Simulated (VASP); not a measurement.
Input of a VASP 6.6.1 run:

INCAR

```
SYSTEM = Br
ALGO     = Normal         ! electronic algorithm
EDIFF    = 1E-6           ! SCF threshold, eV
ENCUT    = 520            ! plane-wave cutoff, eV
GGA      = PS             ! functional
ISIF     = 2              ! what is computed and relaxed
ISMEAR   = -1             ! smearing method
LASPH    = .TRUE.         ! aspherical terms in the spheres
LCHARG   = .FALSE.        ! write CHGCAR
LREAL    = Auto         
LWAVE    = .FALSE.        ! write WAVECAR
NBANDS   = 78             ! bands
NELM     = 80             ! most SCF steps
PREC     = Accurate       ! precision mode
SIGMA    = 0.1034         ! smearing width, eV
```

The input KPOINTS:

```
Automatic mesh
0
Gamma
  2 2 2
  0.5 0.5 0.5
```

POSCAR

```
Br
1.0
    2.8844480144      2.8844480144      7.2491907315
   -8.6533440431      0.0000000000      0.0000000000
    0.0000000000     -8.6533440431      0.0000000000
Br
18
Direct
   -0.0058483770      0.6720851074      0.6406738982
    0.9684690692      0.3271893120      0.6501219246
    0.0068076564      0.0294910649      0.6649711721
    1.0224469564      0.7142760143      0.3486399106
    0.4801407673      0.6508666540      0.6497805998
    0.0041245983      0.3451457812      0.3203098335
    0.4634104860      0.2801501297      0.6528675421
   -0.0036088166     -0.0200811898      0.3259272418
    0.5027903300     -0.0346141826      0.6954041743
    0.0235078654      0.6876086500      0.0218834724
    0.4997970303      0.6709164137      0.3321352459
    0.0049241359      0.3436527427     -0.0007476400
    0.5160393951      0.3525888712      0.3456086796
    0.0063024966     -0.0160869342      0.0035923943
    0.4915899073     -0.0130494601      0.3409381989
    0.4705424545      0.6547856205      0.0048779118
    0.4790842356      0.3155082658      0.0049816085
    0.4967706236      0.9805698232      1.0264539344
```

Potentials or basis: VASP PAW PBE potentials, release 64 (Br).

The run is started by

```sh
$ cat potpaw_PBE.64/Br/POTCAR > POTCAR
$ mpirun -np 1 vasp_std > vasp.out
```

Problem. What does it give for the band gap on the k mesh?

Solution. 0.12 eV, indirect (least direct gap 0.13 eV).

Problem. What does it give for the largest force?

Solution. 1.036 eV/Å.

Forces in eV/Å, atoms in the order of the input:
```
Br   0.055 -1.035 -0.004
Br   0.074  0.032  0.365
Br   0.110 -0.098 -0.253
Br   0.389  0.266 -0.162
Br  -0.104 -0.509  0.102
Br   0.122  0.042 -0.088
Br  -0.242 -0.172  0.350
Br  -0.517 -0.139  0.104
Br  -0.101  0.416 -0.190
Br  -0.349  0.613 -0.191
Br   0.083 -0.041 -0.068
Br   0.018 -0.241 -0.081
Br   0.414  0.083 -0.280
Br   0.243  0.441  0.065
Br  -0.105 -0.049  0.141
Br   0.185  0.263  0.171
Br  -0.142  0.011  0.101
Br  -0.134  0.116 -0.082
```

Caveat: the PAW data sets were made with another functional, which shifts forces and pressure a little. A k mesh can miss the band edges.
